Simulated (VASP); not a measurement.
# Pt (Fm-3m) in VASP: notebook

The runs below take Pt through single point, with PBE.

Program: VASP 6.6.1. These are calculated values, not measurements. Logs are shortened: lines on timing, memory, paths and dates and some standing lists are left out, and cuts for length are marked.

## Step 1: The cell of the first run

Symmetry: Fm-3m, No. 225, cubic system. The conventional cell has a = 3.863 Å, b = 3.863 Å, c = 3.863 Å, α = 90.00°, β = 90.00°, γ = 90.00°. Within 3.6 Å of Pt (site symmetry m-3m) lie 12 Pt at 2.73 Å.

## Step 2: Single point, PBE (volume scaled by 0.92)

INCAR reads:

```
SYSTEM = Pt
  ALGO = Normal
  EDIFF = 1E-7
  ENCUT = 520
  GGA = PE
  ISIF = 2
  ISMEAR = -1
  LASPH = .True.
  LCHARG = .False.
  LREAL = .False.
  LWAVE = .False.
  NBANDS = 11
  NELM = 60
  PREC = Accurate
  SIGMA = 0.1
```

KPOINTS reads:

```
k-points
0
Gamma
  22 22 22
  0 0 0
```

POSCAR reads:

```
Pt
1.0
    0.0000000000      1.9313461538      1.9313461538
    1.9313461538      0.0000000000      1.9313461538
    1.9313461538      1.9313461538      0.0000000000
Pt
1
Direct
    0.0000000000      0.0000000000      0.0000000000
```

Potentials or basis: VASP PAW PBE potentials, release 64 (Pt).

Started as:

```sh
$ cat potpaw_PBE.64/Pt/POTCAR > POTCAR
$ mpirun -np 1 vasp_std > vasp.out
```

OUTCAR:

```text
SYSTEM = Pt
   EDIFF = 1E-7
   ENCUT = 520
   GGA = PE
   ISIF = 2
   ISMEAR = -1
   LASPH = .True.
   LREAL = .False.
   NELM = 60
   PREC = Accurate

 ion  position               nearest neighbor table
   1  0.000  0.000  0.000-

  LATTYP: Found a face centered cubic cell.
 ALAT       =     3.8626923076

  Lattice vectors:

 A1 = (   0.0000000000,   1.9313461538,   1.9313461538)
 A2 = (   1.9313461538,   0.0000000000,   1.9313461538)
 A3 = (   1.9313461538,   1.9313461538,   0.0000000000)

Analysis of symmetry for initial positions (statically):
=====================================================================
 Subroutine PRICEL returns:
 Original cell was already a primitive cell.

 Routine SETGRP: Setting up the symmetry group for a
 face centered cubic supercell.

 Subroutine GETGRP returns: Found 48 space group operations
 (whereof 48 operations were pure point group operations)
 out of a pool of 48 trial point group operations.

The static configuration has the point symmetry O_h .

Analysis of symmetry for dynamics (positions and initial velocities):
=====================================================================
 Subroutine PRICEL returns:
 Original cell was already a primitive cell.

 Routine SETGRP: Setting up the symmetry group for a
 face centered cubic supercell.

 Subroutine GETGRP returns: Found 48 space group operations
 (whereof 48 operations were pure point group operations)
 out of a pool of 48 trial point group operations.

The dynamic configuration has the point symmetry O_h .

 Subroutine INISYM returns: Found 48 space group operations
 (whereof 48 operations are pure point group operations),
 and found     1 'primitive' translations

----------------------------------------------------------------------------------------

                                     Primitive cell

  volume of cell :      14.4082

  direct lattice vectors                    reciprocal lattice vectors
     0.000000000  1.931346154  1.931346154    -0.258886787  0.258886787  0.258886787
     1.931346154  0.000000000  1.931346154     0.258886787 -0.258886787  0.258886787
     1.931346154  1.931346154  0.000000000     0.258886787  0.258886787 -0.258886787

  length of vectors
     2.731335924  2.731335924  2.731335924     0.448405068  0.448405068  0.448405068

  position of ions in fractional coordinates (direct lattice)
     0.000000000  0.000000000  0.000000000

  ion indices of the primitive-cell ions
   primitive index   ion index
                 1           1

----------------------------------------------------------------------------------------

 KPOINTS: k-points

Automatic generation of k-mesh.
 Grid dimensions read from file:
 generate k-points for:   22   22   22

 Generating k-lattice:

  Cartesian coordinates                     Fractional coordinates (reciprocal lattice)
    -0.011767581  0.011767581  0.011767581     0.045454545  0.000000000  0.000000000
     0.011767581 -0.011767581  0.011767581     0.000000000  0.045454545  0.000000000
     0.011767581  0.011767581 -0.011767581     0.000000000  0.000000000  0.045454545

  Length of vectors
     0.020382049  0.020382049  0.020382049

  Shift w.r.t. Gamma in fractional coordinates (k-lattice)
     0.000000000  0.000000000  0.000000000

 Subroutine IBZKPT returns following result:
 ===========================================

 Found    328 irreducible k-points:

 Following reciprocal coordinates:
            Coordinates               Weight
  0.000000  0.000000  0.000000      1.000000
  0.045455  0.000000  0.000000      8.000000
  0.090909  0.000000  0.000000      8.000000
  0.136364  0.000000  0.000000      8.000000
  0.181818  0.000000  0.000000      8.000000
  0.227273  0.000000  0.000000      8.000000
[... 16 lines left out ...]
  0.500000  0.045455  0.000000     24.000000
 -0.454545  0.045455  0.000000     24.000000
 [... further k-points ...]
   k-points           NKPTS =    328   k-points in BZ     NKDIM =    328   number of bands    NBANDS=     11
   number of dos      NEDOS =    301   number of ions     NIONS =      1
   total plane-waves  NPLWV =   8000
   dimension x,y,z NGX =    20 NGY =   20 NGZ =   20
   dimension x,y,z NGXF=    40 NGYF=   40 NGZF=   40
   ions per type =               1
   NGX,Y,Z   is equivalent  to a cutoff of  12.17, 12.17, 12.17 a.u.
   NGXF,Y,Z  is equivalent  to a cutoff of  24.35, 24.35, 24.35 a.u.
 SYSTEM =  Pt
   PREC   = accura    normal or accurate (medium, high low for compatibility)
   ISTART =      0    job   : 0-new  1-cont  2-samecut
   ICHARG =      2    charge: 1-file 2-atom 10-const
   ISPIN  =      1    spin polarized calculation?
   LNONCOLLINEAR =      F non collinear calculations
   LSORBIT =      F    spin-orbit coupling
   LASPH  =      T    aspherical Exc in radial PAW
   ENCUT  =  520.0 eV  38.22 Ry    6.18 a.u.   5.08  5.08  5.08*2*pi/ulx,y,z
   NELM   =     60;   NELMIN=  2; NELMDL= -5     # of ELM steps
   EDIFF  = 0.1E-06   stopping-criterion for ELM
   LREAL  =      F    real-space projection
   EDIFFG = 0.1E-05   stopping-criterion for IOM
   NSW    =      0    number of steps for IOM
   IBRION =     -1    ionic relax: 0-MD 1-quasi-New 2-CG
   NFREE  =      0    steps in history (QN), initial steepest desc. (CG)
   ISIF   =      2    stress and relaxation
   ISYM   =      2    0-nonsym 1-usesym 2-fastsym
   POTIM  = 0.5000    time-step for ionic-motion
   TEBEG  =    0.0;   TEEND  =   0.0 temperature during run
   PSTRESS=    0.0 pullay stress
   NELECT =      10.0000    total number of electrons
   NUPDOWN=      -1.0000    fix difference up-down
   EMIN   =  10.00;   EMAX   =-10.00  energy-range for DOS
   EFERMI =   0.00;   METHOD = LEGACY
   ISMEAR =    -1;   SIGMA  =   0.10  broadening in eV -4-tet -1-fermi 0-gaus
   EFERMI_NEDOS =   21; number of points for ismear=-14 and -15
   IALGO  =     38    algorithm
   IMIX   =      4    mixing-type and parameters
     AMIX     =   0.40;   BMIX     =  1.00
     AMIX_MAG =   1.60;   BMIX_MAG =  1.00
  volume/ion in A,a.u.               =      14.41        97.23
  Fermi-wavevector in a.u.,A,eV,Ry     =   1.449455  2.739073 28.584746  2.100920
  Thomas-Fermi vector in A             =   2.567180
   LORBIT       =      0    0 simple, 1 ext, 2 COOP (PROOUT), +10 PAW based schemes
   GGA     = PE    functional components
   LHFCALC =     F    Hartree Fock is set to
   AEXX    =    0.0000 exact exchange contribution
   IVDW    =     0    specifies the selected vdW correction
   LEPSILON=     F    determine dielectric tensor
   LRPA    =     F    only Hartree local field effects (RPA)
 non-spin polarized calculation
  energy-cutoff  :      520.00
  volume of cell :       14.41
 maximum number of plane-waves:       396
   NGX = 11   NGY = 11   NGZ = 11

 number of electron      10.0000000 magnetization

 number of electron       9.9999999 magnetization

 Free energy of the ion-electron system (eV)
  ---------------------------------------------------
  ext. energy  EPLUGINS =         0.00000000
  ---------------------------------------------------
  free energy    TOTEN  =        -6.03984160 eV

  energy without entropy =       -5.98959009  energy(sigma->0) =       -6.01471584

 E-fermi :  12.1782     XC(G=0): -13.7661

 val. band max:       12.1756069801   @ k =  -0.3636   0.3636   0.1364
 cond. band min:      12.1793699989   @ k =  -0.4545   0.0909   0.0455
 fundamental gap:      0.0037630188
 Fermi energy:        12.1782160726

 k-point     1 :       0.0000    0.0000    0.0000
  band No.  band energies     occupation
      1       1.4250      2.00000
      2       8.0897      2.00000
      3       8.0897      2.00000
      4       8.0897      2.00000
      5      10.4133      2.00000
      6      10.4133      2.00000
      7      26.6623      0.00000
      8      31.8895      0.00000
      9      31.8895      0.00000
     10      31.8895      0.00000
     11      37.4030      0.00000

 k-point     2 :       0.0455    0.0000    0.0000
  band No.  band energies     occupation
      1       1.5124      2.00000
      2       8.0481      2.00000
      3       8.1257      2.00000
      4       8.1257      2.00000
      5      10.3918      2.00000
      6      10.3918      2.00000
      7      26.8046      0.00000
      8      31.4202      0.00000
      9      32.0284      0.00000
     10      32.0284      0.00000
     11      37.9442      0.00000

 k-point     3 :       0.0909    0.0000    0.0000
  band No.  band energies     occupation
      1       1.7695      2.00000
      2       7.9356      2.00000
      3       8.2249      2.00000
      4       8.2249      2.00000
      5      10.3391      2.00000
      6      10.3391      2.00000
      7      27.2074      0.00000
      8      30.3597      0.00000
      9      32.4371      0.00000
     10      32.4371      0.00000
     11      39.0309      0.00000

 k-point     4 :       0.1364    0.0000    0.0000
  band No.  band energies     occupation
      1       2.1782      2.00000
      2       7.7874      2.00000
      3       8.3577      2.00000
      4       8.3577      2.00000
      5      10.2921      2.00000
      6      10.2921      2.00000
      7      27.7908      0.00000
      8      29.1045      0.00000
      9      33.0918      0.00000
     10      33.0918      0.00000
     11      38.7721      0.00000
[... 239 lines left out ...]
 k-point    22 :       0.4545    0.0455    0.0000
  band No.  band energies     occupation
      1       4.4235      2.00000
      2       7.9870      2.00000
      3       8.1245      2.00000
      4      10.4162      2.00000
      5      12.1682      1.04998
      6      12.4370      0.13981
      7      19.2323      0.00000
      8      26.5550      0.00000
      9      31.4940      0.00000
     10      31.8658      0.00000
     11      40.4933      0.00000

 k-point    23 :       0.5000    0.0455    0.0000
  band No.  band energies     occupation
      1       4.4201      2.00000
      2       7.9527      2.00000
      3       8.0768      2.00000
      4      10.8806      2.00000
      5      12.2265      0.76320
      6      12.8249      0.00310
      7      18.4086      0.00000
      8      26.3904      0.00000
      9      31.3299      0.00000
     10      31.3569      0.00000
     11      41.1648      0.00000

 k-point    24 :      -0.4545    0.0455    0.0000
  band No.  band energies     occupation
      1       4.4219      2.00000
      2       7.9694      2.00000
      3       8.0763      2.00000
      4      10.8128      2.00000
      5      12.1118      1.32036
      6      12.8069      0.00371
      7      18.5910      0.00000
      8      26.4235      0.00000
      9      31.1933      0.00000
     10      31.6366      0.00000
     11      40.9165      0.00000

 [... further k-points ...]
[... 5 lines left out ...]
  --------------------------------------------------------------------------------------
  -------------------------------------------------------------------------------------
  Total        2.2742204      2.2742204      2.2742204      0.0000000      0.0000000     -0.0000000
  in kB      252.8906523    252.8906523    252.8906523      0.0000000      0.0000000     -0.0000000
  external PRESSURE =     252.8906523 kB  Pullay stress =       0.0000000 kB

 VOLUME and BASIS-vectors are now :
 -----------------------------------------------------------------------------
  energy-cutoff  :      520.00
  volume of cell :       14.41
      direct lattice vectors                 reciprocal lattice vectors
     0.000000000  1.931346154  1.931346154    -0.258886787  0.258886787  0.258886787
     1.931346154  0.000000000  1.931346154     0.258886787 -0.258886787  0.258886787
     1.931346154  1.931346154  0.000000000     0.258886787  0.258886787 -0.258886787

 POSITION                                       TOTAL-FORCE (eV/Angst)
 -----------------------------------------------------------------------------------
      0.00000      0.00000      0.00000         0.000000     -0.000000     -0.000000
 -----------------------------------------------------------------------------------
    total drift:                               -0.000000     -0.000000     -0.000000

  FREE ENERGIE OF THE ION-ELECTRON SYSTEM (eV)
  ---------------------------------------------------
  free  energy   TOTEN  =        -6.0398415965 eV

  energy  without entropy=       -5.9895900889  energy(sigma->0) =       -6.01471584
```

Wall time 61 s (1 thread of AMD EPYC 7R13, shared host); peak memory 0.14 GiB.

What came out:

* Free energy: -6.0398 eV
* Pressure: 25.3 GPa
* Band gap on the k mesh: zero (band 5 reaches 12.72 eV, above the bottom of band 6 at 10.29 eV)

Levels at points of the mesh, in eV from the Fermi level:
| k point | band 3 | band 4 | band 5 | band 6 | band 7 | band 8 |
| --- | --- | --- | --- | --- | --- | --- |
| (0.00, 0.00, 0.00) | -4.09 | -4.09 | -1.76 | -1.76 | 14.48 | 19.71 |
| (0.50, 0.00, 0.00) | -4.17 | -0.67 | 0.04 | 0.04 | 6.20 | 14.07 |
| (0.50, 0.50, 0.00) | 0.01 | 0.54 | 0.54 | 1.68 | 9.39 | 11.53 |

Caveat: spin-orbit coupling is left out, which moves the levels of the heavy elements.

(Continued in part 2 of 2.)
